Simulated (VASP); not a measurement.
# W (Im-3m) in VASP: single point with PBE

Aim: the single point of W with PBE.

All numbers are computed with VASP 6.6.1; they aren't measurements. Logs are shortened: lines on timing, memory, paths and dates and some standing lists are left out, and cuts for length are marked.

### 1 The cell of the first run

It takes space group Im-3m (No. 229, cubic). The conventional cell has a = 3.212 Å, b = 3.212 Å, c = 3.212 Å, α = 90.00°, β = 90.00°, γ = 90.00°. Within 3.7 Å of W (site symmetry m-3m) lie 14 W at 2.78 to 3.21 Å.

### 2 Single point, PBE

The input, INCAR:

```
  PREC = Accurate
  ENCUT = 520
  EDIFF = 1E-6
  ISMEAR = 0
  SIGMA = 0.05
  LREAL = False
  LASPH = True
  NELM = 100
  ALGO = Normal
  ISIF = 2
  LWAVE = False
  LCHARG = True
  GGA = PE
  LELF = True
  LVHAR = True
  NBANDS = 13
```

The input, KPOINTS:

```
Automatic mesh
0
Gamma
  8 8 8
```

The input, POSCAR:

```
W
1.0
   -1.6060872536      1.6060872536      1.6060872536
    1.6060872536     -1.6060872536      1.6060872536
    1.6060872536      1.6060872536     -1.6060872536
W
1
Direct
    0.0000000000      0.0000000000      0.0000000000
```

Potentials or basis: VASP PAW PBE potentials, release 64 (W_sv).

On the command line:

```console
$ cat potpaw_PBE.64/W_sv/POTCAR > POTCAR
$ mpirun -np 1 vasp_std > vasp.out
```

OUTCAR:

```text
PREC = Accurate
   ENCUT = 520
   EDIFF = 1E-6
   ISMEAR = 0
   LREAL = False
   LASPH = True
   NELM = 100
   ISIF = 2
   GGA = PE

 ion  position               nearest neighbor table
   1  0.000  0.000  0.000-

  LATTYP: Found a body centered cubic cell.
 ALAT       =     3.2121745072

  Lattice vectors:

 A1 = (  -1.6060872536,   1.6060872536,   1.6060872536)
 A2 = (   1.6060872536,  -1.6060872536,   1.6060872536)
 A3 = (   1.6060872536,   1.6060872536,  -1.6060872536)

Analysis of symmetry for initial positions (statically):
=====================================================================
 Subroutine PRICEL returns:
 Original cell was already a primitive cell.

 Routine SETGRP: Setting up the symmetry group for a
 body centered cubic supercell.

 Subroutine GETGRP returns: Found 48 space group operations
 (whereof 48 operations were pure point group operations)
 out of a pool of 48 trial point group operations.

The static configuration has the point symmetry O_h .

Analysis of symmetry for dynamics (positions and initial velocities):
=====================================================================
 Subroutine PRICEL returns:
 Original cell was already a primitive cell.

 Routine SETGRP: Setting up the symmetry group for a
 body centered cubic supercell.

 Subroutine GETGRP returns: Found 48 space group operations
 (whereof 48 operations were pure point group operations)
 out of a pool of 48 trial point group operations.

The dynamic configuration has the point symmetry O_h .

 Subroutine INISYM returns: Found 48 space group operations
 (whereof 48 operations are pure point group operations),
 and found     1 'primitive' translations

----------------------------------------------------------------------------------------

                                     Primitive cell

  volume of cell :      16.5717

  direct lattice vectors                    reciprocal lattice vectors
    -1.606087254  1.606087254  1.606087254     0.000000000  0.311315589  0.311315589
     1.606087254 -1.606087254  1.606087254     0.311315589  0.000000000  0.311315589
     1.606087254  1.606087254 -1.606087254     0.311315589  0.311315589  0.000000000

  length of vectors
     2.781824725  2.781824725  2.781824725     0.440266729  0.440266729  0.440266729

  position of ions in fractional coordinates (direct lattice)
     0.000000000  0.000000000  0.000000000

  ion indices of the primitive-cell ions
   primitive index   ion index
                 1           1

----------------------------------------------------------------------------------------

 KPOINTS: Automatic mesh

Automatic generation of k-mesh.
 Grid dimensions read from file:
 generate k-points for:    8    8    8

 Generating k-lattice:

  Cartesian coordinates                     Fractional coordinates (reciprocal lattice)
     0.000000000  0.038914449  0.038914449     0.125000000  0.000000000  0.000000000
     0.038914449  0.000000000  0.038914449     0.000000000  0.125000000  0.000000000
     0.038914449  0.038914449  0.000000000     0.000000000  0.000000000  0.125000000

  Length of vectors
     0.055033341  0.055033341  0.055033341

  Shift w.r.t. Gamma in fractional coordinates (k-lattice)
     0.000000000  0.000000000  0.000000000

 Subroutine IBZKPT returns following result:
 ===========================================

 Found     29 irreducible k-points:

 Following reciprocal coordinates:
            Coordinates               Weight
  0.000000  0.000000  0.000000      1.000000
  0.125000  0.000000  0.000000     12.000000
  0.250000  0.000000  0.000000     12.000000
  0.375000  0.000000  0.000000     12.000000
  0.500000  0.000000  0.000000      6.000000
  0.125000  0.125000  0.000000     24.000000
[... 16 lines left out ...]
 -0.250000  0.250000  0.250000      6.000000
 -0.375000  0.375000  0.250000     24.000000
 [... further k-points ...]
   k-points           NKPTS =     29   k-points in BZ     NKDIM =     29   number of bands    NBANDS=     13
   number of dos      NEDOS =    301   number of ions     NIONS =      1
   total plane-waves  NPLWV =  13824
   dimension x,y,z NGX =    24 NGY =   24 NGZ =   24
   dimension x,y,z NGXF=    48 NGYF=   48 NGZF=   48
   ions per type =               1
   NGX,Y,Z   is equivalent  to a cutoff of  14.34, 14.34, 14.34 a.u.
   NGXF,Y,Z  is equivalent  to a cutoff of  28.69, 28.69, 28.69 a.u.
 SYSTEM =  unknown system
   PREC   = accura    normal or accurate (medium, high low for compatibility)
   ISTART =      0    job   : 0-new  1-cont  2-samecut
   ICHARG =      2    charge: 1-file 2-atom 10-const
   ISPIN  =      1    spin polarized calculation?
   LNONCOLLINEAR =      F non collinear calculations
   LSORBIT =      F    spin-orbit coupling
   LASPH  =      T    aspherical Exc in radial PAW
   ENCUT  =  520.0 eV  38.22 Ry    6.18 a.u.   5.17  5.17  5.17*2*pi/ulx,y,z
   NELM   =    100;   NELMIN=  2; NELMDL= -5     # of ELM steps
   EDIFF  = 0.1E-05   stopping-criterion for ELM
   LREAL  =      F    real-space projection
   EDIFFG = 0.1E-04   stopping-criterion for IOM
   NSW    =      0    number of steps for IOM
   IBRION =     -1    ionic relax: 0-MD 1-quasi-New 2-CG
   NFREE  =      0    steps in history (QN), initial steepest desc. (CG)
   ISIF   =      2    stress and relaxation
   ISYM   =      2    0-nonsym 1-usesym 2-fastsym
   POTIM  = 0.5000    time-step for ionic-motion
   TEBEG  =    0.0;   TEEND  =   0.0 temperature during run
   PSTRESS=    0.0 pullay stress
   NELECT =      14.0000    total number of electrons
   NUPDOWN=      -1.0000    fix difference up-down
   EMIN   =  10.00;   EMAX   =-10.00  energy-range for DOS
   EFERMI =   0.00;   METHOD = LEGACY
   ISMEAR =     0;   SIGMA  =   0.05  broadening in eV -4-tet -1-fermi 0-gaus
   EFERMI_NEDOS =   21; number of points for ismear=-14 and -15
   IALGO  =     38    algorithm
   IMIX   =      4    mixing-type and parameters
     AMIX     =   0.40;   BMIX     =  1.00
     AMIX_MAG =   1.60;   BMIX_MAG =  1.00
  volume/ion in A,a.u.               =      16.57       111.83
  Fermi-wavevector in a.u.,A,eV,Ry     =   1.547611  2.924560 32.587297  2.395099
  Thomas-Fermi vector in A             =   2.652679
   LORBIT       =      0    0 simple, 1 ext, 2 COOP (PROOUT), +10 PAW based schemes
   GGA     = PE    functional components
   LHFCALC =     F    Hartree Fock is set to
   AEXX    =    0.0000 exact exchange contribution
   IVDW    =     0    specifies the selected vdW correction
   LEPSILON=     F    determine dielectric tensor
   LRPA    =     F    only Hartree local field effects (RPA)
 non-spin polarized calculation
 Gauss-broadening in eV      SIGMA  =   0.05
  energy-cutoff  :      520.00
  volume of cell :       16.57
 maximum number of plane-waves:       466
 NGX is ok and might be reduce to    24
   NGX = 11   NGY = 11   NGZ = 11

 number of electron      14.0000000 magnetization

 Free energy of the ion-electron system (eV)
  ---------------------------------------------------
  ext. energy  EPLUGINS =         0.00000000
  ---------------------------------------------------
  free energy    TOTEN  =       -12.94746482 eV

  energy without entropy =      -12.94746482  energy(sigma->0) =      -12.94746482

 E-fermi :  10.5651     XC(G=0): -13.3899

 val. band max:       10.3392951423   @ k =   0.1250   0.0000   0.0000
 cond. band min:      10.9024038695   @ k =  -0.2500   0.2500   0.1250
 fundamental gap:      0.5631087272
 Fermi energy:        10.5651461338

 k-point     1 :       0.0000    0.0000    0.0000
  band No.  band energies     occupation
      1     -63.4278      2.00000
      2     -27.0508      2.00000
      3     -27.0508      2.00000
      4     -27.0508      2.00000
      5       1.4222      2.00000
      6       9.6581      2.00000
      7       9.6581      2.00000
      8       9.6581      2.00000
      9      12.9695      0.00000
     10      12.9695      0.00000
     11      25.2242      0.00000
     12      25.2242      0.00000
     13      25.2242      0.00000

 k-point     2 :       0.1250    0.0000    0.0000
  band No.  band energies     occupation
      1     -63.4118      2.00000
      2     -27.2240      2.00000
      3     -27.1057      2.00000
      4     -27.0515      2.00000
      5       2.1160      2.00000
      6       9.2583      2.00000
      7       9.5208      2.00000
      8      10.3393      2.00000
      9      12.4687      0.00000
     10      12.9866      0.00000
     11      25.7187      0.00000
     12      26.4141      0.00000
     13      26.6665      0.00000

 k-point     3 :       0.2500    0.0000    0.0000
  band No.  band energies     occupation
      1     -63.3731      2.00000
      2     -27.6262      2.00000
      3     -27.2361      2.00000
      4     -27.0531      2.00000
      5       3.7533      2.00000
      6       8.4241      2.00000
      7       9.0506      2.00000
      8      12.2612      0.00000
      9      12.3737      0.00000
     10      13.1486      0.00000
     11      25.3232      0.00000
     12      26.7511      0.00000
     13      29.5638      0.00000
[... 305 lines left out ...]
 k-point    23 :      -0.2500    0.2500    0.2500
  band No.  band energies     occupation
      1     -63.3250      2.00000
      2     -27.6455      2.00000
      3     -27.4359      2.00000
      4     -27.4359      2.00000
      5       5.6958      2.00000
      6       8.2096      2.00000
      7      10.3092      2.00000
      8      10.3092      2.00000
      9      12.1121      0.00000
     10      14.0807      0.00000
     11      24.9586      0.00000
     12      29.5061      0.00000
     13      29.5061      0.00000

 k-point    24 :      -0.3750    0.3750    0.2500
  band No.  band energies     occupation
      1     -63.2909      2.00000
      2     -27.8815      2.00000
      3     -27.5729      2.00000
      4     -27.4673      2.00000
      5       6.4513      2.00000
      6       7.2076      2.00000
      7      10.3177      2.00000
      8      11.0698      0.00000
      9      14.3323      0.00000
     10      14.9179      0.00000
     11      23.8858      0.00000
     12      26.3034      0.00000
     13      27.5476      0.00000

 [... further k-points ...]
[... 5 lines left out ...]
  --------------------------------------------------------------------------------------
  -------------------------------------------------------------------------------------
  Total       -0.7306787     -0.7306787     -0.7306787     -0.0000000     -0.0000000      0.0000000
  in kB      -70.6430813    -70.6430813    -70.6430813     -0.0000000     -0.0000000      0.0000000
  external PRESSURE =     -70.6430813 kB  Pullay stress =       0.0000000 kB

 VOLUME and BASIS-vectors are now :
 -----------------------------------------------------------------------------
  energy-cutoff  :      520.00
  volume of cell :       16.57
      direct lattice vectors                 reciprocal lattice vectors
    -1.606087254  1.606087254  1.606087254     0.000000000  0.311315589  0.311315589
     1.606087254 -1.606087254  1.606087254     0.311315589  0.000000000  0.311315589
     1.606087254  1.606087254 -1.606087254     0.311315589  0.311315589  0.000000000

 POSITION                                       TOTAL-FORCE (eV/Angst)
 -----------------------------------------------------------------------------------
      0.00000      0.00000      0.00000         0.000000      0.000000      0.000000
 -----------------------------------------------------------------------------------
    total drift:                                0.000000      0.000000     -0.000000

  FREE ENERGIE OF THE ION-ELECTRON SYSTEM (eV)
  ---------------------------------------------------
  free  energy   TOTEN  =       -12.9474648246 eV

  energy  without entropy=      -12.9474648246  energy(sigma->0) =      -12.94746482
```

Run time: 3 s. Hardware: 1 thread of Intel Xeon 6975P-C (Granite Rapids), shared host; peak memory 0.14 GiB.

Results:

```
Free energy            : -12.9475 eV
Pressure               : -7.1 GPa
Band gap on the k mesh : zero (band 7 reaches 15.67 eV, above the bottom of band 8 at 9.66 eV)
```

Levels at points of the mesh, in eV from the Fermi level:
| k point | band 4 | band 5 | band 6 | band 7 | band 8 | band 9 | band 10 | band 11 |
| --- | --- | --- | --- | --- | --- | --- | --- | --- |
| (0.00, 0.00, 0.00) | -37.62 | -9.14 | -0.91 | -0.91 | -0.91 | 2.40 | 2.40 | 14.66 |
| (0.50, 0.00, 0.00) | -37.62 | -5.74 | -3.11 | 0.78 | 2.27 | 3.20 | 6.01 | 10.63 |
| (0.50, 0.50, 0.50) | -38.40 | -5.24 | -5.24 | 5.10 | 5.10 | 5.10 | 8.15 | 8.15 |

Caveat: spin-orbit coupling is left out, which moves the levels of the heavy elements.
